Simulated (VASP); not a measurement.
Wanted: the native input for a VASP 6.6.1 run.

```yaml
Task: single point
Functional: PBE
Potentials_or_basis: VASP PAW PBE potentials, release 64 (Hf_pv, Ti_sv, N)
Cutoff: 520 eV
k_mesh: 12 × 12 × 8
Occupations: gaussian, width 0.1 eV
Spin: no spin polarisation
Dipole_correction: no
Further_INCAR_settings: ALGO = Normal; EDIFF = 1e-06; NBANDS = 58
```

The structure of Hf5TiN6 lies in POSCAR:

```
Hf5TiN6
1.0
    5.4189823550      0.0000000000      0.0000000000
   -2.7094911775      4.6929763821      0.0000000000
    0.0000000000      0.0000000000      5.4077747823
Hf Ti N
5 1 6
Direct
    0.3333333333      0.6666666667      0.5000000000
    0.6666666667      0.3333333333      0.5000000000
    0.0000000000      0.6690293842      0.0000000000
    0.6690293842      0.0000000000      0.0000000000
    0.3309706158      0.3309706158      0.0000000000
    0.0000000000      0.0000000000      0.5000000000
    0.0000000000      0.3304776582      0.7475163523
    0.6695223418      0.6695223418      0.7475163523
    0.3304776582      0.0000000000      0.7475163523
    0.0000000000      0.3304776582      0.2524836477
    0.6695223418      0.6695223418      0.2524836477
    0.3304776582      0.0000000000      0.2524836477
```

The input as run:

INCAR

```
SYSTEM = Hf5TiN6
PREC = Accurate
ENCUT = 520
EDIFF = 1E-6
ISMEAR = 0
SIGMA = 0.1
LREAL = .False.
LASPH = .True.
NELM = 80
ALGO = Normal
ISIF = 2
LWAVE = .False.
LCHARG = .False.
GGA = PE
NBANDS = 58
```

KPOINTS

```
Automatic mesh
0
Gamma
  12 12 8
  0 0 0
```

Potentials or basis: VASP PAW PBE potentials, release 64 (Hf_pv, Ti_sv, N).

Run with:

```sh
$ cat potpaw_PBE.64/Hf_pv/POTCAR potpaw_PBE.64/Ti_sv/POTCAR potpaw_PBE.64/N/POTCAR > POTCAR
$ mpirun -np 1 vasp_std > vasp.out
```

Results of the run:

- Pressure: -1.9 GPa
- Largest force: 0.071 eV/Å
- Band gap on the k mesh: zero (bands 46 and 47 overlap by 0.93 eV)

Caveat: spin-orbit coupling is left out, which moves the levels of the heavy elements.

Run time: 14 min on 1 thread of Intel(R) Xeon(R) Platinum 8559C (Emerald Rapids), with other jobs on the host, peak memory 0.67 GiB.
